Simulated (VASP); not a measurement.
Si16C (a cell with a defect), 17 atoms in the cell. The cell holds a defect, 17 atoms: a = 7.679 Å, b = 7.679 Å, c = 7.679 Å, α = 60.00°, β = 60.00°, γ = 60.00°. 

| Property | Result |
| --- | --- |
| Program | VASP 6.6.1 |
| Task | single point |
| Functional | PBEsol |
| Potentials or basis | VASP PAW PBE potentials, release 64 (Si, C) |
| Cutoff | 520 eV |
| k mesh | 2 × 2 × 2 |
| Occupations | fermi-dirac, width 0.02 eV |
| Spin | collinear spin |
| Starting moments | [0.0, 0.0, 0.0, 0.0, 0.0, 0.0, 0.0, 0.0, 0.0, 0.0, 0.0, 0.0, 0.0, 0.0, 0.0, 0.0, 1.0] μB |
| Dipole correction | no |
| Further INCAR settings | LREAL = Auto; ALGO = Normal; EDIFF = 1e-07; NBANDS = 52 |

Potentials or basis: VASP PAW PBE potentials, release 64 (Si, C).

Command:

```bash
$ cat potpaw_PBE.64/Si/POTCAR potpaw_PBE.64/C/POTCAR > POTCAR
$ mpirun -np 1 vasp_std > vasp.out
```

Hardware: 1 thread of Oxide Virtual Turin-like Processor (shared host).

Task: How long does it take, and how much memory?

Result: Wall time 17 min on 1 thread of Oxide Virtual Turin-like Processor (shared host), peak memory 0.68 GiB. Counts: scf iterations 17, k points 8.
